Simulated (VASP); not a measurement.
# BAs (rocksalt type) in VASP: a series of runs, part 2 of 2

VASP 6.6.1.

## 3. Relaxation of cell and atoms, PBE

This run uses another cell than the first one, of 11.12 Å³/atom, 0.906 times its volume.

The input, INCAR:

```
SYSTEM = BAs
ALGO = Normal
EDIFF = 1E-7
EDIFFG = -0.005
ENCUT = 600
GGA = PE
IBRION = 2
ISIF = 3
ISMEAR = -1
LASPH = .True.
LCHARG = .False.
LREAL = .False.
LWAVE = .False.
NELM = 100
NSW = 100
PREC = Accurate
SIGMA = 0.05
```

The input, KPOINTS:

```
k-points
0
Gamma
  14 14 14
  0 0 0
```

The input, POSCAR:

```
BAs
1.0
    0.0000000000      2.2322827293      2.2322827293
    2.2322827293      0.0000000000      2.2322827293
    2.2322827293      2.2322827293      0.0000000000
B As
1 1
Direct
    0.0000000000      0.0000000000      0.0000000000
    0.5000000000      0.5000000000      0.5000000000
```

Potentials or basis: VASP PAW PBE potentials, release 64 (B, As).

Started as:

```console
$ cat potpaw_PBE.64/B/POTCAR potpaw_PBE.64/As/POTCAR > POTCAR
$ mpirun -np 1 vasp_std > vasp.out
```

OUTCAR:

```text
SYSTEM = BAs
   EDIFF = 1E-7
   EDIFFG = -0.005
   ENCUT = 600
   GGA = PE
   IBRION = 2
   ISIF = 3
   ISMEAR = -1
   LASPH = .True.
   LREAL = .False.
   NELM = 100
   NSW = 100
   PREC = Accurate

 ion  position               nearest neighbor table
   1  0.000  0.000  0.000-   2 2.23   2 2.23   2 2.23   2 2.23   2 2.23   2 2.23
   2  0.500  0.500  0.500-   1 2.23   1 2.23   1 2.23   1 2.23   1 2.23   1 2.23

  LATTYP: Found a face centered cubic cell.
 ALAT       =     4.4645654586

  Lattice vectors:

 A1 = (   0.0000000000,   2.2322827293,   2.2322827293)
 A2 = (   2.2322827293,   0.0000000000,   2.2322827293)
 A3 = (   2.2322827293,   2.2322827293,   0.0000000000)

Analysis of symmetry for initial positions (statically):
=====================================================================
 Subroutine PRICEL returns:
 Original cell was already a primitive cell.

 Routine SETGRP: Setting up the symmetry group for a
 face centered cubic supercell.

 Subroutine GETGRP returns: Found 48 space group operations
 (whereof 48 operations were pure point group operations)
 out of a pool of 48 trial point group operations.

The static configuration has the point symmetry O_h .

Analysis of symmetry for dynamics (positions and initial velocities):
=====================================================================
 Subroutine PRICEL returns:
 Original cell was already a primitive cell.

 Routine SETGRP: Setting up the symmetry group for a
 face centered cubic supercell.

 Subroutine GETGRP returns: Found 48 space group operations
 (whereof 48 operations were pure point group operations)
 out of a pool of 48 trial point group operations.

The dynamic configuration has the point symmetry O_h .

 Subroutine INISYM returns: Found 48 space group operations
 (whereof 48 operations are pure point group operations),
 and found     1 'primitive' translations

----------------------------------------------------------------------------------------

                                     Primitive cell

  volume of cell :      22.2473

  direct lattice vectors                    reciprocal lattice vectors
     0.000000000  2.232282729  2.232282729    -0.223985964  0.223985964  0.223985964
     2.232282729  0.000000000  2.232282729     0.223985964 -0.223985964  0.223985964
     2.232282729  2.232282729  0.000000000     0.223985964  0.223985964 -0.223985964

  length of vectors
     3.156924511  3.156924511  3.156924511     0.387955071  0.387955071  0.387955071

  position of ions in fractional coordinates (direct lattice)
     0.000000000  0.000000000  0.000000000
     0.500000000  0.500000000  0.500000000

  ion indices of the primitive-cell ions
   primitive index   ion index
                 1           1
                 2           2

----------------------------------------------------------------------------------------

 KPOINTS: k-points

Automatic generation of k-mesh.
 Grid dimensions read from file:
 generate k-points for:   14   14   14

 Generating k-lattice:
[... 45 lines left out ...]
   number of dos      NEDOS =    301   number of ions     NIONS =      2
   total plane-waves  NPLWV =  21952
   dimension x,y,z NGX =    28 NGY =   28 NGZ =   28
   dimension x,y,z NGXF=    56 NGYF=   56 NGZF=   56
   ions per type =               1   1
   NGX,Y,Z   is equivalent  to a cutoff of  14.75, 14.75, 14.75 a.u.
   NGXF,Y,Z  is equivalent  to a cutoff of  29.49, 29.49, 29.49 a.u.
 SYSTEM =  BAs
   PREC   = accura    normal or accurate (medium, high low for compatibility)
   ISTART =      0    job   : 0-new  1-cont  2-samecut
   ICHARG =      2    charge: 1-file 2-atom 10-const
   ISPIN  =      1    spin polarized calculation?
   LNONCOLLINEAR =      F non collinear calculations
   LSORBIT =      F    spin-orbit coupling
   LASPH  =      T    aspherical Exc in radial PAW
   ENCUT  =  600.0 eV  44.10 Ry    6.64 a.u.   6.31  6.31  6.31*2*pi/ulx,y,z
   NELM   =    100;   NELMIN=  2; NELMDL= -5     # of ELM steps
   EDIFF  = 0.1E-06   stopping-criterion for ELM
   LREAL  =      F    real-space projection
   EDIFFG = -.5E-02   stopping-criterion for IOM
   NSW    =    100    number of steps for IOM
   IBRION =      2    ionic relax: 0-MD 1-quasi-New 2-CG
   NFREE  =      1    steps in history (QN), initial steepest desc. (CG)
   ISIF   =      3    stress and relaxation
   ISYM   =      2    0-nonsym 1-usesym 2-fastsym
   POTIM  = 0.5000    time-step for ionic-motion
   TEBEG  =    0.0;   TEEND  =   0.0 temperature during run
   PSTRESS=    0.0 pullay stress
   NELECT =       8.0000    total number of electrons
   NUPDOWN=      -1.0000    fix difference up-down
   EMIN   =  10.00;   EMAX   =-10.00  energy-range for DOS
   EFERMI =   0.00;   METHOD = LEGACY
   ISMEAR =    -1;   SIGMA  =   0.05  broadening in eV -4-tet -1-fermi 0-gaus
   EFERMI_NEDOS =   21; number of points for ismear=-14 and -15
   IALGO  =     38    algorithm
   IMIX   =      4    mixing-type and parameters
     AMIX     =   0.40;   BMIX     =  1.00
     AMIX_MAG =   1.60;   BMIX_MAG =  1.00
  volume/ion in A,a.u.               =      11.12        75.07
  Fermi-wavevector in a.u.,A,eV,Ry     =   1.164159  2.199941 18.439515  1.355266
  Thomas-Fermi vector in A             =   2.300700
   LORBIT       =      0    0 simple, 1 ext, 2 COOP (PROOUT), +10 PAW based schemes
   GGA     = PE    functional components
   LHFCALC =     F    Hartree Fock is set to
   AEXX    =    0.0000 exact exchange contribution
   IVDW    =     0    specifies the selected vdW correction
   LEPSILON=     F    determine dielectric tensor
   LRPA    =     F    only Hartree local field effects (RPA)
 conjugate gradient relaxation of ions
 non-spin polarized calculation
  energy-cutoff  :      600.00
  volume of cell :       22.25
 maximum number of plane-waves:       757
 NGX is ok and might be reduce to    28
   NGX = 13   NGY = 13   NGZ = 13

--------------------------------------- Ionic step        1  -------------------------------------------

 number of electron       8.0000000 magnetization

 Free energy of the ion-electron system (eV)
  ---------------------------------------------------
  ext. energy  EPLUGINS =         0.00000000
  ---------------------------------------------------
  free energy    TOTEN  =        -9.52398350 eV

  energy without entropy =       -9.51803470  energy(sigma->0) =       -9.52100910

------------------------ aborting loop because EDIFF is reached ----------------------------------------

  FORCE on cell =-STRESS in cart. coord.  units (eV):
  Direction    XX          YY          ZZ          XY          YZ          ZX
  --------------------------------------------------------------------------------------
  -------------------------------------------------------------------------------------
  Total        2.2580660      2.2580660      2.2580660      0.0000000      0.0000000     -0.0000000
  in kB      162.6183750    162.6183750    162.6183750      0.0000000      0.0000000     -0.0000000
  external PRESSURE =     162.6183750 kB  Pullay stress =       0.0000000 kB
[... 59 lines left out ...]
--------------------------------------- Ionic step        3  -------------------------------------------

 number of electron       8.0000000 magnetization

 Free energy of the ion-electron system (eV)
  ---------------------------------------------------
  ext. energy  EPLUGINS =         0.00000000
  ---------------------------------------------------
  free energy    TOTEN  =        -9.63380188 eV

  energy without entropy =       -9.62699629  energy(sigma->0) =       -9.63039909

 E-fermi :   7.2450     XC(G=0): -11.4109

 val. band max:        7.2361175757   @ k =   0.2143   0.0000   0.0000
 cond. band min:       7.3002740522   @ k =  -0.3571   0.1429   0.0000
 fundamental gap:      0.0641564765
 Fermi energy:         7.2450303633

 k-point     1 :       0.0000    0.0000    0.0000
  band No.  band energies     occupation
      1      -8.6303      2.00000
      2       7.2257      1.19065
      3       7.2257      1.19065
      4       7.2257      1.19065
      5      10.6588      0.00000
      6      14.8949      0.00000
      7      14.8949      0.00000
      8      14.8949      0.00000
[... 243 lines left out ...]
 k-point    24 :       0.2857    0.1429    0.0000
  band No.  band energies     occupation
      1      -7.2206      2.00000
      2       2.7329      2.00000
      3       5.6523      2.00000
      4       6.9140      1.99734
      5       8.0679      0.00000
      6      13.7369      0.00000
      7      14.1285      0.00000
      8      14.3482      0.00000

 [... further k-points ...]

------------------------ aborting loop because EDIFF is reached ----------------------------------------

  FORCE on cell =-STRESS in cart. coord.  units (eV):
  Direction    XX          YY          ZZ          XY          YZ          ZX
  --------------------------------------------------------------------------------------
  -------------------------------------------------------------------------------------
  Total        0.0022085      0.0022085      0.0022085      0.0000000      0.0000000     -0.0000000
  in kB        0.1437661      0.1437661      0.1437661      0.0000000      0.0000000     -0.0000000
  external PRESSURE =       0.1437661 kB  Pullay stress =       0.0000000 kB
[... 17 lines left out ...]
  FREE ENERGIE OF THE ION-ELECTRON SYSTEM (eV)
  ---------------------------------------------------
  free  energy   TOTEN  =        -9.6338018837 eV

  energy  without entropy=       -9.6269962916  energy(sigma->0) =       -9.63039909

 reached required accuracy - stopping structural energy minimisation
```

OSZICAR:

```text
N       E                     dE             d eps       ncg     rms          rms(c)
DAV:   1     0.151648145605E+02    0.15165E+02   -0.44117E+03  1664   0.102E+03
DAV:   2    -0.954732413615E+01   -0.24712E+02   -0.23983E+02  2464   0.114E+02
DAV:   3    -0.982890919401E+01   -0.28159E+00   -0.28070E+00  1888   0.161E+01
[... 24 lines left out ...]
DAV:   3    -0.963450726291E+01    0.60813E-02   -0.10581E-02  2064   0.616E-01    0.133E-01
DAV:   4    -0.963381166973E+01    0.69559E-03   -0.11082E-03  2608   0.241E-01    0.553E-02
DAV:   5    -0.963380356279E+01    0.81069E-05   -0.32913E-05  1904   0.398E-02    0.268E-02
DAV:   6    -0.963380196215E+01    0.16006E-05   -0.27872E-06  2248   0.118E-02    0.135E-03
DAV:   7    -0.963380188371E+01    0.78441E-07   -0.11901E-07  1736   0.236E-03
   3 F= -.96338019E+01 E0= -.96303991E+01  d E =-.109818E+00
```

CONTCAR:

```text
BAs
   1.00000000000000
     0.0000000000000000    2.3087411231051180    2.3087411231051180
     2.3087411231051180    0.0000000000000000    2.3087411231051180
     2.3087411231051180    2.3087411231051180   -0.0000000000000000
  B               As
     1     1
Direct
     0.0000000000000000    0.0000000000000000    0.0000000000000000
     0.5000000000000000    0.5000000000000000    0.5000000000000000

  0.00000000E+00  0.00000000E+00  0.00000000E+00
  0.00000000E+00  0.00000000E+00  0.00000000E+00
```

Run time: 38 s. Hardware: 1 thread of AMD EPYC 9R45 (Zen 5), shared host; peak memory 0.15 GiB.

What came out:

```
Free energy                            : -9.6338 eV
Relaxed volume                         : 12.31 Å³/atom
Relaxed cell                           : a = 3.265 Å, b = 3.265 Å, c = 3.265 Å, α = 60.00°, β = 60.00°, γ = 60.00°
Space group after relaxing (to 0.05 Å) : Fm-3m (No. 225)
Energy gained by relaxing              : 54.9 meV/atom
Ionic steps                            : 3
Pressure after relaxing                : 0.0 GPa
Band gap on the k mesh                 : zero (band 4 reaches 8.82 eV, above the bottom of band 5 at 3.85 eV)
```

The path:
```tsv
step	energy change (eV)	largest force (eV/Å)	pressure (GPa)	volume (Å³)
1	0.0000	0.0000	16.26	22.25
2	-0.0777	0.0000	-6.65	26.08
3	-0.1098	0.0000	0.01	24.61
```

Final structure:
```
CELL_PARAMETERS angstrom
0.00000 2.30874 2.30874
2.30874 0.00000 2.30874
2.30874 2.30874 0.00000
ATOMIC_POSITIONS crystal
B 0.00000 0.00000 0.00000
As 0.50000 0.50000 0.50000
```

Levels at points of the mesh, in eV from the Fermi level:
```csv
k point,band 1,band 2,band 3,band 4,band 5,band 6,band 7,band 8
"(0.00, 0.00, 0.00)",-15.88,-0.02,-0.02,-0.02,3.41,7.65,7.65,7.65
"(0.50, 0.00, 0.00)",-12.13,-9.67,1.07,1.07,1.33,1.33,4.11,5.42
"(0.50, 0.50, 0.00)",-10.71,-7.85,-3.71,-3.71,-3.40,3.71,10.53,10.53
```

## 4. Single point, PBE (volume scaled by 0.96)

The input, INCAR:

```
ALGO = Normal
EDIFF = 1E-6
ENCUT = 520
GGA = PE
ISIF = 2
ISMEAR = -1
LASPH = True
LCHARG = True
LELF = True
LREAL = False
LVHAR = True
LWAVE = False
NBANDS = 11
NELM = 60
PREC = Accurate
SIGMA = 0.05
```

The input, KPOINTS:

```
k-points
0
Gamma
  14 14 14
```

The input, POSCAR:

```
BAs
1.0
    0.0000000000      2.2756699033      2.2756699033
    2.2756699033      0.0000000000      2.2756699033
    2.2756699033      2.2756699033      0.0000000000
B As
1 1
Direct
    0.0000000000      0.0000000000      0.0000000000
    0.5000000000      0.5000000000      0.5000000000
```

Started as:

```console
$ cat potpaw_PBE.64/B/POTCAR potpaw_PBE.64/As/POTCAR > POTCAR
$ mpirun -np 1 vasp_std > vasp.out
```

Wall time 16 s (1 thread of Intel Xeon Platinum 8259CL at 2.50GHz (Skylake/Cascade Lake), shared host); peak memory 0.16 GiB.

The run converged. Its results:

* Free energy: -9.6140 eV
* Pressure: 6.2 GPa
* Band gap on the k mesh: zero (band 4 reaches 9.34 eV, above the bottom of band 5 at 4.47 eV)

Levels at points of the mesh, in eV from the Fermi level:
```csv
k point,band 1,band 2,band 3,band 4,band 5,band 6,band 7,band 8,band 9
"(0.00, 0.00, 0.00)",-16.32,-0.03,-0.03,-0.03,4.02,7.95,7.95,7.95,8.89
"(0.50, 0.00, 0.00)",-12.39,-10.01,1.01,1.01,1.39,1.39,4.37,5.67,14.05
"(0.50, 0.50, 0.00)",-10.85,-8.22,-3.90,-3.90,-3.30,3.56,10.99,10.99,13.08
```

Caveat: the cell differs from its parent crystal (volume scaled by 0.96).

## 5. Single point, PBE (volume scaled by 0.98)

The input, INCAR:

```
  PREC = Accurate
  ENCUT = 520
  EDIFF = 1E-7
  ISMEAR = -1
  SIGMA = 0.05
  LREAL = F
  LASPH = T
  NELM = 100
  ALGO = Normal
  ISIF = 2
  LWAVE = F
  LCHARG = F
  GGA = PE
  NBANDS = 11
```

The input, KPOINTS:

```
regular mesh
0
Gamma
  14 14 14
```

The input, POSCAR:

```
BAs
1.0
    0.0000000000      2.2913646745      2.2913646745
    2.2913646745      0.0000000000      2.2913646745
    2.2913646745      2.2913646745      0.0000000000
B As
1 1
Direct
    0.0000000000      0.0000000000      0.0000000000
    0.5000000000      0.5000000000      0.5000000000
```

Started as:

```console
$ cat potpaw_PBE.64/B/POTCAR potpaw_PBE.64/As/POTCAR > POTCAR
$ mpirun -np 1 vasp_std > vasp.out
```

It took 16 s on 1 thread of Intel Xeon Platinum 8259CL at 2.50GHz (Skylake/Cascade Lake), shared host; peak memory 0.16 GiB.

It converged, with:

| Quantity | Value |
| --- | --- |
| Free energy | -9.6283 eV |
| Pressure | 3.1 GPa |
| Band gap on the k mesh | zero (band 4 reaches 9.09 eV, above the bottom of band 5 at 4.17 eV) |

Levels at points of the mesh, in eV from the Fermi level:
| k point | band 2 | band 3 | band 4 | band 5 | band 6 | band 7 |
| --- | --- | --- | --- | --- | --- | --- |
| (0.00, 0.00, 0.00) | -0.02 | -0.02 | -0.02 | 3.73 | 7.80 | 7.80 |
| (0.50, 0.00, 0.00) | -9.85 | 1.04 | 1.04 | 1.36 | 1.36 | 4.25 |
| (0.50, 0.50, 0.00) | -8.05 | -3.81 | -3.81 | -3.35 | 3.63 | 10.77 |

Caveat: the cell differs from its parent crystal (volume scaled by 0.98).

## 6. Summary

```tsv
task	cell	cutoff (eV)	gap on the mesh (eV)	pressure (GPa)
single point	a = 3.297, b = 3.297, c = 3.199 Å, angles 61.0, 61.0, 58.0°, 2 atoms	520	none	1.2
relaxation of cell and atoms	relaxed from a = 3.157 Å, angles 60.0°, 2 atoms	600	none	0.0
single point	a = 3.218 Å, angles 60.0°, 2 atoms	520	none	6.2
single point	a = 3.240 Å, angles 60.0°, 2 atoms	520	none	3.1
```

Alike in all rows: level PBE; potentials or basis VASP PAW PBE potentials, release 64 (B, As); no spin polarisation; k mesh 14 × 14 × 14; smearing fermi-dirac 0.05 eV.

Absolute energies hang on the potentials; compare differences alone.
